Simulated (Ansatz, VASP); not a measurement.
One calculation of TiC, two programs

POSCAR

```
TiC
1.0
    0.0000000000      2.1640000000      2.1640000000
    2.1640000000      0.0000000000      2.1640000000
    2.1640000000      2.1640000000      0.0000000000
Ti C
1 1
Direct
    0.0000000000      0.0000000000      0.0000000000
    0.4768946396      0.5231053604      0.4768946396
```

File INCAR.step1:

```
SYSTEM = TiC
  PREC = Accurate
  ENCUT = 520
  ISMEAR = 0
  SIGMA = 0.15
  LREAL = .False.
  LASPH = .True.
  NELM = 100
  NBANDS = 15
  GGA = PE
  ALGO = Normal
  EDIFF = 1E-4
  LWAVE = .True.
  LCHARG = .False.
```

Contents of INCAR.step2:

```
SYSTEM = TiC
  PREC = Accurate
  ENCUT = 520
  EDIFF = 1E-6
  ISMEAR = 0
  SIGMA = 0.15
  LREAL = .False.
  LASPH = .True.
  NELM = 100
  ALGO = Normal
  ISIF = 2
  LWAVE = .False.
  LCHARG = .False.
  METAGGA = R2SCAN
  LMIXTAU = .True.
  NBANDS = 15
  ISTART = 1
```

KPOINTS

```
Automatic mesh
0
Gamma
  18 18 18
  0 0 0
```

Input for Ansatz:

```yaml
crystal:
  lattice:
    - [0.0, 2.164, 2.164]
    - [2.164, 0.0, 2.164]
    - [2.164, 2.164, 0.0]
  atoms:
    - { symbol: Ti, position: [0.0, 0.0, 0.0] }
    - { symbol: C, position: [0.4768946396, 0.5231053604, 0.4768946396] }
basis:
  ecutwfc: 500
kpoints:
  mp_grid: { grid: [18, 18, 18] }
hamiltonian:
  xc: r2scan
scf:
  occupations: { method: gaussian, width: 0.15 }
output:
  forces: true
  stress: true
  eigenvalues: true
```

Change from the starting cell: all C atoms moved -0.100 Å, as atom 2 along Cartesian [0 1 0].

Alike in both runs: task single point; functional r2SCAN; k mesh 18 × 18 × 18; occupations gaussian, width 0.15 eV; no spin polarisation.

|  | VASP | Ansatz |
| --- | --- | --- |
| version | VASP 6.6.1 | Ansatz 0.2.0 |
| potentials or method | VASP PAW PBE potentials, release 64 (Ti_sv, C), cutoff 520 eV | scalar-relativistic, plane waves, PAW |
| valence electrons in the cell | 16 | 16 |

VASP gave:

```
gap on the k mesh at the Fermi level (eV)                     : none
pressure (GPa)                                                : 2.1
traceless stress, the component that is largest in VASP (GPa) : 1.89
rms of the force components (eV/Å)                            : 0.517
```

**Question.** Estimate Ansatz's values.

**Answer.** gap on the k mesh at the Fermi level (eV): none; pressure (GPa): 1.2; traceless stress, the component that is largest in VASP (GPa): 1.83; rms of the force components (eV/Å): 0.505.

VASP's potentials were made for PBE, not for r2SCAN. Atom by atom the forces differ by 0.012 eV/Å (rms over components). A gap of «none» marks a metal or a gap that the smearing closes.
